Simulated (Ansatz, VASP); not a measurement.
## One calculation of WSe2, two programs

```xyz
6
Lattice="3.2706 0.0000 0.0000 -1.6353 2.8324 0.0000 0.0000 0.0000 23.9870" Properties=species:S:1:pos:R:3 pbc="T T T"
W     0.8053    0.9441    2.7478
W     0.0000    1.8883   20.6859
Se    0.0000    1.8883    4.9735
Se    1.6353    0.9441   22.3605
Se    0.0000    1.8883    1.6265
Se    1.6353    0.9441   19.0135
```

Alike in both runs: task single point; functional PBEsol; k mesh 9 × 9 × 2; occupations gaussian, width 0.05 eV; no spin polarisation.

```csv
,VASP,Ansatz
version,VASP 6.6.1,Ansatz 0.2.0
potentials or method,"VASP PAW PBE potentials, release 64 (W_sv, Se), cutoff 520 eV","scalar-relativistic, plane waves, PAW"
valence electrons in the cell,52,92
```

VASP gave:

```
gap on the k mesh at the Fermi level (eV) : none
rms of the force components (eV/Å)        : 17.215
```

Task: What did Ansatz give for the same quantities?

Result: gap on the k mesh at the Fermi level (eV): none; rms of the force components (eV/Å): 17.352.

VASP's potentials were made for PBE, not for PBEsol, and Ansatz warns of the same on its side. Atom by atom the forces differ by 0.140 eV/Å (rms over components). A gap of «none» marks a metal or a gap that the smearing closes. The functional is the same, so the differences come from potentials, cutoffs and numerics. VASP's potentials hold 52 valence electrons a cell and Ansatz's 92, so a difference there can come from the potentials and not from the codes.

Neither program's run includes spin-orbit coupling.
